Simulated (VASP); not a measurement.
Here is a VASP 6.6.1 calculation.

File POSCAR:

```
NaI
1.0
    0.0000000000      3.4228578445      3.2297205553
    3.4228578445      0.0000000000      3.2297205553
    3.4228578445      3.4228578445      0.0000000000
Na I
1 1
Direct
    0.0000000000      0.0000000000      0.0000000000
    0.5000000000      0.5000000000      0.5000000000
```

The input INCAR.step1:

```
ALGO = Normal ; EDIFF = 1E-4
ENCUT = 520 ; GGA = PE
ISMEAR = 0 ; LASPH = T
LCHARG = F ; LREAL = F
LWAVE = T ; NBANDS = 14
NELM = 60 ; PREC = Accurate
SIGMA = 0.01
```

File INCAR.step2:

```
ALGO = Normal ; EDIFF = 1E-7
ENCUT = 520 ; ISIF = 2
ISMEAR = 0 ; ISTART = 1
LASPH = T ; LCHARG = F
LMIXTAU = T ; LREAL = F
LWAVE = F ; METAGGA = R2SCAN
NBANDS = 14 ; NELM = 60
PREC = Accurate ; SIGMA = 0.01
```

File KPOINTS:

```
k-points
0
Gamma
  8 8 8
```

Potentials or basis: VASP PAW PBE potentials, release 64 (Na_pv, I).

Launch:

```sh
$ cat potpaw_PBE.64/Na_pv/POTCAR potpaw_PBE.64/I/POTCAR > POTCAR
$ cp INCAR.step1 INCAR
$ mpirun -np 1 vasp_std > vasp.out
$ cp INCAR.step2 INCAR
$ mpirun -np 1 vasp_std > vasp.out
```

(1) Estimate the band gap on the k mesh.

(2) What does it give for the pressure?

Answers

(1) 4.11 eV.

(2) -1.4 GPa.

Caveat: the cell differs from its parent crystal (biaxial xy strain +6.0%); the PAW data sets were made with another functional, which shifts forces and pressure a little; spin-orbit coupling is left out, which moves the levels of the heavy elements.
